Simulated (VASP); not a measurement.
The system is CdS.

```
CELL_PARAMETERS angstrom
0.00000 2.93921 2.93921
2.98330 0.00000 2.93921
2.98330 2.93921 0.00000
ATOMIC_POSITIONS crystal
Cd 0.00000 0.00000 0.00000
S 0.25000 0.25000 0.25000
```

This cell differs from its parent crystal: uniaxial x strain +1.5%.

Base run:

* Program: VASP 6.6.1
* Functional: PBE
* Potentials or basis: VASP PAW PBE potentials, release 64 (Cd, S)
* Cutoff: 520 eV
* k mesh: 8 × 8 × 8
* Occupations: fermi-dirac, width 0.02 eV
* Spin: no spin polarisation

Its results: band gap on the k mesh 1.05 eV, direct; pressure 0.8 GPa.

Question: The run is repeated on the same cell with these changes: functional from PBE to r2SCAN; occupations from fermi-dirac, width 0.02 eV to gaussian, width 0.01 eV. What comes out?

Answer: Band gap on the k mesh 1.49 eV, direct; pressure -0.6 GPa.

Caveats: the PAW data sets were made with another functional, which shifts forces and pressure a little (some runs).

